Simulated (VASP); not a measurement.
# SnO2 in VASP: a series of runs

SnO2 is run at these levels: r2SCAN; tasks: single point.

All numbers are computed with VASP 6.6.1; they aren't measurements. Logs are shortened: lines on timing, memory, paths and dates and some standing lists are left out, and cuts for length are marked.

## 1. The cell of the first run

Symmetry: P4_2/mnm, No. 136, tetragonal system. The conventional cell has a = 4.640 Å, b = 4.640 Å, c = 3.163 Å, α = 90.00°, β = 90.00°, γ = 90.00°. Sn (site symmetry mmm) has 6 O at 2.00 to 2.03 Å within 2.7 Å. Within 2.7 Å of O (site symmetry m2m) lie 3 Sn at 2.00 to 2.03 Å and 1 O at 2.56 Å.

## 2. Single point, r2SCAN

The input, POSCAR:

```
SnO2
1.0
   -3.1625678962      3.2810303484      3.2810303484
    3.1625678962     -3.2810303484      3.2810303484
    3.1625678962      3.2810303484     -3.2810303484
Sn O
4 8
Direct
    1.0000000000      0.2500000000      0.7500000000
    0.0000000000      0.7500000000      0.2500000000
    0.5000000000      0.5000000000      0.5000000000
    0.5000000000      0.0000000000      0.0000000000
    0.1948822052      0.1948822052      0.5000000000
    0.6948822052      0.7500000000      0.9448822052
    0.1948822052      0.6948822052      1.0000000000
    0.3051177948      0.7500000000      0.5551177948
    0.6948822052      0.2500000000      0.4448822052
    0.3051177948      0.2500000000      0.0551177948
    0.8051177948      0.3051177948      0.0000000000
    0.8051177948      0.8051177948      0.5000000000
```

The input, INCAR.step1:

```
SYSTEM = SnO2
ALGO = Normal
EDIFF = 1E-4
ENCUT = 520
GGA = PE
ISMEAR = 0
LASPH = .TRUE.
LCHARG = .FALSE.
LREAL = .FALSE.
LWAVE = .TRUE.
NBANDS = 64
NELM = 60
PREC = Accurate
SIGMA = 0.02
```

The input, INCAR.step2:

```
SYSTEM = SnO2
ALGO = Normal
EDIFF = 1E-7
ENCUT = 520
ISIF = 2
ISMEAR = 0
ISTART = 1
LASPH = .TRUE.
LCHARG = .TRUE.
LELF = .TRUE.
LMIXTAU = .TRUE.
LREAL = .FALSE.
LVHAR = .TRUE.
LWAVE = .FALSE.
METAGGA = R2SCAN
NBANDS = 64
NELM = 60
PREC = Accurate
SIGMA = 0.02
```

The input, KPOINTS:

```
k-points
0
G
  6 6 6
  0 0 0
```

Potentials or basis: VASP PAW PBE potentials, release 64 (Sn_d, O).

Command:

```console
> cat potpaw_PBE.64/Sn_d/POTCAR potpaw_PBE.64/O/POTCAR > POTCAR
> cp INCAR.step1 INCAR
> mpirun -np 1 vasp_std > vasp.out
> cp INCAR.step2 INCAR
> mpirun -np 1 vasp_std > vasp.out
```

OUTCAR:

```text
SYSTEM = SnO2
   EDIFF = 1E-7
   ENCUT = 520
   ISIF = 2
   ISMEAR = 0
   ISTART = 1
   LASPH = .TRUE.
   LREAL = .FALSE.
   METAGGA = R2SCAN
   NELM = 60
   PREC = Accurate

 ion  position               nearest neighbor table
   1  0.000  0.250  0.750-   9 2.00  10 2.00   5 2.03  11 2.03   7 2.03  12 2.03   2 3.16   2 3.16
                             3 3.64   4 3.64   3 3.64   3 3.64   4 3.64   4 3.64   4 3.64   3 3.64
   2  0.000  0.750  0.250-   6 2.00   8 2.00   7 2.03  12 2.03  11 2.03   5 2.03   1 3.16   1 3.16
                             3 3.64   4 3.64   4 3.64   3 3.64   4 3.64   3 3.64   3 3.64   4 3.64
   3  0.500  0.500  0.500-   5 2.00  12 2.00   9 2.03   8 2.03  10 2.03   6 2.03   4 3.16   4 3.16
                             2 3.64   2 3.64   1 3.64   1 3.64   2 3.64   1 3.64   1 3.64   2 3.64
   4  0.500  0.000  0.000-   7 2.00  11 2.00  10 2.03   6 2.03   8 2.03   9 2.03   3 3.16   3 3.16
                             2 3.64   1 3.64   1 3.64   1 3.64   2 3.64   2 3.64   2 3.64   1 3.64
   5  0.195  0.195  0.500-   3 2.00   1 2.03   2 2.03
   6  0.695  0.750  0.945-   2 2.00   4 2.03   3 2.03
   7  0.195  0.695  0.000-   4 2.00   2 2.03   1 2.03
   8  0.305  0.750  0.555-   2 2.00   3 2.03   4 2.03
   9  0.695  0.250  0.445-   1 2.00   3 2.03   4 2.03
  10  0.305  0.250  0.055-   1 2.00   4 2.03   3 2.03
  11  0.805  0.305  0.000-   4 2.00   1 2.03   2 2.03
  12  0.805  0.805  0.500-   3 2.00   2 2.03   1 2.03

  LATTYP: Found a body centered tetragonal cell.
 ALAT       =     6.5620606968
 C/A-ratio  =     0.9638947405

  Lattice vectors:

 A1 = (  -3.1625678962,   3.2810303484,  -3.2810303484)
 A2 = (  -3.1625678962,  -3.2810303484,   3.2810303484)
 A3 = (   3.1625678962,   3.2810303484,   3.2810303484)

Analysis of symmetry for initial positions (statically):
=====================================================================
 Subroutine PRICEL returns following result:

  LATTYP: Found a simple tetragonal cell.
 ALAT       =     4.6400776173
 C/A-ratio  =     0.6815765073

  Lattice vectors:

 A1 = (   0.0000000000,  -3.2810303484,  -3.2810303484)
 A2 = (   0.0000000000,   3.2810303484,  -3.2810303484)
 A3 = (   3.1625678962,   0.0000000000,   0.0000000000)

   2 primitive cells build up your supercell.

 Routine SETGRP: Setting up the symmetry group for a
 body centered tetragonal supercell.

 Subroutine GETGRP returns: Found 16 space group operations
 (whereof  4 operations were pure point group operations)
[... 147 lines left out ...]
   PSTRESS=    0.0 pullay stress
   NELECT =     104.0000    total number of electrons
   NUPDOWN=      -1.0000    fix difference up-down
   EMIN   =  10.00;   EMAX   =-10.00  energy-range for DOS
   EFERMI =   0.00;   METHOD = LEGACY
   ISMEAR =     0;   SIGMA  =   0.02  broadening in eV -4-tet -1-fermi 0-gaus
   EFERMI_NEDOS =   21; number of points for ismear=-14 and -15
   IALGO  =     38    algorithm
   IMIX   =      4    mixing-type and parameters
     AMIX     =   0.40;   BMIX     =  1.00
     AMIX_MAG =   1.60;   BMIX_MAG =  1.00
  volume/ion in A,a.u.               =      11.35        76.58
  Fermi-wavevector in a.u.,A,eV,Ry     =   1.496394  2.827774 30.466080  2.239194
  Thomas-Fermi vector in A             =   2.608416
   LORBIT       =      0    0 simple, 1 ext, 2 COOP (PROOUT), +10 PAW based schemes
   METAGGA = R2SCAN    functional components
   LHFCALC =     F    Hartree Fock is set to
   AEXX    =    0.0000 exact exchange contribution
   IVDW    =     0    specifies the selected vdW correction
   LEPSILON=     F    determine dielectric tensor
   LRPA    =     F    only Hartree local field effects (RPA)
 non-spin polarized calculation
 Gauss-broadening in eV      SIGMA  =   0.02
  energy-cutoff  :      520.00
  volume of cell :      136.18
 maximum number of plane-waves:      3697
 NGX is ok and might be reduce to    42
   NGX = 21   NGY = 21   NGZ = 21

 number of electron     104.0000009 magnetization

 Free energy of the ion-electron system (eV)
  ---------------------------------------------------
  ext. energy  EPLUGINS =         0.00000000
  ---------------------------------------------------
  free energy    TOTEN  =      -168.78780513 eV

  energy without entropy =     -168.78780513  energy(sigma->0) =     -168.78780513

 E-fermi :   6.3954     XC(G=0): -12.3407

 val. band max:        6.3098997159   @ k =   0.0000   0.0000   0.0000
 cond. band min:       8.8424691849   @ k =   0.0000   0.0000   0.0000
 fundamental gap:      2.5325694689
 Fermi energy:         6.3954088592

 k-point     1 :       0.0000    0.0000    0.0000
  band No.  band energies     occupation
      1     -15.5600      2.00000
      2     -15.1881      2.00000
      3     -15.1881      2.00000
      4     -14.6789      2.00000
      5     -14.6789      2.00000
      6     -14.5186      2.00000
[... 1597 lines left out ...]
     63      18.6430      0.00000
     64      19.1231      0.00000

 [... further k-points ...]

------------------------ aborting loop because EDIFF is reached ----------------------------------------

  FORCE on cell =-STRESS in cart. coord.  units (eV):
  Direction    XX          YY          ZZ          XY          YZ          ZX
  --------------------------------------------------------------------------------------
  -------------------------------------------------------------------------------------
  Total       14.2587336     13.8634774     13.8634774      0.0000000      0.0000000     -0.0000000
  in kB      167.7533471    163.1031755    163.1031755      0.0000000      0.0000000     -0.0000000
  external PRESSURE =     164.6532327 kB  Pullay stress =       0.0000000 kB

 VOLUME and BASIS-vectors are now :
 -----------------------------------------------------------------------------
  energy-cutoff  :      520.00
  volume of cell :      136.18
      direct lattice vectors                 reciprocal lattice vectors
    -3.162567896  3.281030348  3.281030348     0.000000000  0.152391154  0.152391154
     3.162567896 -3.281030348  3.281030348     0.158099373  0.000000000  0.152391154
     3.162567896  3.281030348 -3.281030348     0.158099373  0.152391154  0.000000000

 POSITION                                       TOTAL-FORCE (eV/Angst)
 -----------------------------------------------------------------------------------
      3.16257      1.64052     -1.64052        -0.000000     -0.000000      0.000000
      3.16257     -1.64052      1.64052        -0.000000     -0.000000      0.000000
      1.58128      1.64052      1.64052        -0.000000     -0.000000      0.000000
     -1.58128      1.64052      1.64052        -0.000000     -0.000000      0.000000
      1.58128      1.64052     -0.36169         0.000000     -0.000000      0.019928
      3.16257      2.91934      1.64052         0.000000      0.019928      0.000000
      1.58128     -1.64052      2.91934         0.000000     -0.000000      0.019928
      3.16257      0.36169      1.64052        -0.000000     -0.019928      0.000000
      0.00000      2.91934      1.64052         0.000000      0.019928      0.000000
     -0.00000      0.36169      1.64052        -0.000000     -0.019928      0.000000
     -1.58128      1.64052      3.64272        -0.000000     -0.000000     -0.019928
      1.58128      1.64052      3.64272        -0.000000     -0.000000     -0.019928
 -----------------------------------------------------------------------------------
    total drift:                               -0.000000     -0.000000      0.000000

  FREE ENERGIE OF THE ION-ELECTRON SYSTEM (eV)
  ---------------------------------------------------
  free  energy   TOTEN  =      -168.7878051315 eV

  energy  without entropy=     -168.7878051315  energy(sigma->0) =     -168.78780513
```

OSZICAR.step1:

```text
N       E                     dE             d eps       ncg     rms          rms(c)
DAV:   1     0.162348720206E+04    0.16235E+04   -0.48663E+04  4560   0.264E+03
DAV:   2     0.262685936412E+03   -0.13608E+04   -0.12862E+04  4032   0.818E+02
DAV:   3    -0.590671231767E+02   -0.32175E+03   -0.31479E+03  4176   0.285E+02
DAV:   4    -0.856177924198E+02   -0.26551E+02   -0.26283E+02  4760   0.911E+01
DAV:   5    -0.863699106562E+02   -0.75212E+00   -0.75004E+00  4528   0.159E+01    0.235E+01
DAV:   6    -0.733134270651E+02    0.13056E+02   -0.42529E+01  6112   0.692E+01    0.866E+00
DAV:   7    -0.736529881472E+02   -0.33956E+00   -0.52766E+00  4368   0.957E+00    0.489E+00
DAV:   8    -0.736320595951E+02    0.20929E-01   -0.61816E-01  5456   0.705E+00    0.117E+00
DAV:   9    -0.735972603293E+02    0.34799E-01   -0.20007E-01  5728   0.520E+00    0.245E-01
DAV:  10    -0.735984789304E+02   -0.12186E-02   -0.15041E-02  4680   0.790E-01    0.110E-01
DAV:  11    -0.735988053306E+02   -0.32640E-03   -0.13128E-03  5120   0.227E-01    0.248E-02
DAV:  12    -0.735988030326E+02    0.22979E-05   -0.75953E-05  2584   0.769E-02
   1 F= -.73598803E+02 E0= -.73598803E+02  d E =-.761309E-12
```

Wall time 37 min (1 thread of Intel Xeon 8259CL, shared host); peak memory 0.41 GiB.

What came out:

| Quantity | Value |
| --- | --- |
| Free energy | -168.7878 eV |
| Pressure | 16.5 GPa |
| Largest force | 0.020 eV/Å |
| Band gap on the k mesh | 2.53 eV |

Forces in eV/Å, atoms in the order of the input:
```
Sn   0.000  0.000  0.000
Sn   0.000  0.000  0.000
Sn   0.000  0.000  0.000
Sn   0.000  0.000  0.000
O    0.000  0.000  0.020
O    0.000  0.020  0.000
O    0.000  0.000  0.020
O    0.000 -0.020  0.000
O    0.000  0.020  0.000
O    0.000 -0.020  0.000
O    0.000  0.000 -0.020
O    0.000  0.000 -0.020
```

Caveat: the cell stands under pressure; the PAW data sets were made with another functional, which shifts forces and pressure a little; spin-orbit coupling is left out, which moves the levels of the heavy elements.

(Part 1 of 3 ends here.)
